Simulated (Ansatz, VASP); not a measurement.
## Ti: VASP beside Ansatz

The input INCAR:

```
SYSTEM = Ti
  PREC = Accurate
  ENCUT = 520
  EDIFF = 1E-6
  ISMEAR = -1
  SIGMA = 0.05
  LREAL = .FALSE.
  LASPH = .TRUE.
  NELM = 60
  ALGO = Normal
  ISIF = 2
  LWAVE = .FALSE.
  LCHARG = .FALSE.
  NBANDS = 19
```

File KPOINTS:

```
Automatic mesh
0
G
  10 10 6
  0 0 0
```

POSCAR

```
Ti
1.0
    3.0078578261      0.0000000000      0.0000000000
   -1.5039289131      2.6048812885      0.0000000000
    0.0000000000      0.0000000000      4.7717880089
Ti
2
Direct
    0.6666666667      0.3333333333      0.7500000000
    0.3333333333      0.6666666667      0.2500000000
```

File input.yaml:

```yaml
crystal:
  lattice:
    - [3.0078578261, 0.0, 0.0]
    - [-1.5039289131, 2.6048812885, 0.0]
    - [0.0, 0.0, 4.7717880089]
  atoms:
    - { symbol: Ti, position: [0.6666666667, 0.3333333333, 0.75] }
    - { symbol: Ti, position: [0.3333333333, 0.6666666667, 0.25] }
kpoints:
  mp_grid: { grid: [10, 10, 6] }
scf:
  occupations: { method: fermi_dirac, width: 0.05 }
hamiltonian:
  xc: lda
  pseudopotentials: { kind: all_electron, lapw: { basis_error: 0.001 } }
output:
  forces: true
  stress: true
  eigenvalues: true
```

Change from the starting cell: volume scaled by 1.06.

Alike in both runs: task single point; functional LDA; k mesh 10 × 10 × 6; occupations fermi-dirac, width 0.05 eV; no spin polarisation.

|  | VASP | Ansatz |
| --- | --- | --- |
| version | VASP 6.6.1 | Ansatz 0.2.0 |
| potentials or method | VASP PAW LDA potentials, release 64 (Ti_sv), cutoff 520 eV | all-electron LAPW, scalar-relativistic |

|  | VASP | Ansatz | Ansatz less VASP |
| --- | --- | --- | --- |
| gap on the k mesh at the Fermi level (eV) | none | none | - |
| pressure (GPa) | -14.4 | -14.4 | -0.01 |
| traceless stress, the component that is largest in VASP (GPa) | -0.45 | -0.45 | -0.004 |

LDA's correlation is that of Perdew and Zunger in VASP and of Perdew and Wang (1992) in Ansatz. A gap of «none» marks a metal or a gap that the smearing closes. Ansatz ran all-electron here, and VASP with PAW potentials.
